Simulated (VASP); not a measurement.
# LiF: single point with PBE

LiF:

```
Li F
1.0
     0.00000    2.09456    2.09456
     2.09456    0.00000    2.09456
     2.09456    2.09456    0.00000
Li F
1 1
Direct
  0.00000 0.00000 0.00000
  0.50000 0.50000 0.50000
```

This cell differs from its parent crystal: strain +0.040 along x and y, +0.040 along z.

- Program: VASP 6.6.1
- Task: single point
- Functional: PBE
- Potentials or basis: VASP PAW PBE potentials, release 64 (Li_sv, F)
- Cutoff: 520 eV
- k mesh: 10 × 10 × 10
- Occupations: gaussian, width 0.05 eV
- Spin: no spin polarisation

```
Band gap on the k mesh : 8.12 eV, direct
```

Levels at points of the mesh, in eV from the valence-band top:
| k point | band 3 | band 4 | band 5 | band 6 | band 7 | band 8 |
| --- | --- | --- | --- | --- | --- | --- |
| (0.00, 0.00, 0.00) | 0.00 | 0.00 | 0.00 | 8.12 | 22.44 | 22.44 |
| (0.50, 0.00, 0.00) | -2.18 | -0.19 | -0.19 | 10.17 | 15.40 | 17.96 |
| (0.50, 0.50, 0.00) | -2.54 | -0.84 | -0.84 | 13.75 | 15.91 | 16.08 |

It took 9.2 s on 1 thread of AMD EPYC 7R13 Processor (Zen 3), with other jobs on the host, peak memory 0.1 GiB.

Caveat: the cell differs from its parent crystal (strain +0.040 along x and y, +0.040 along z). A k mesh can miss the band edges.
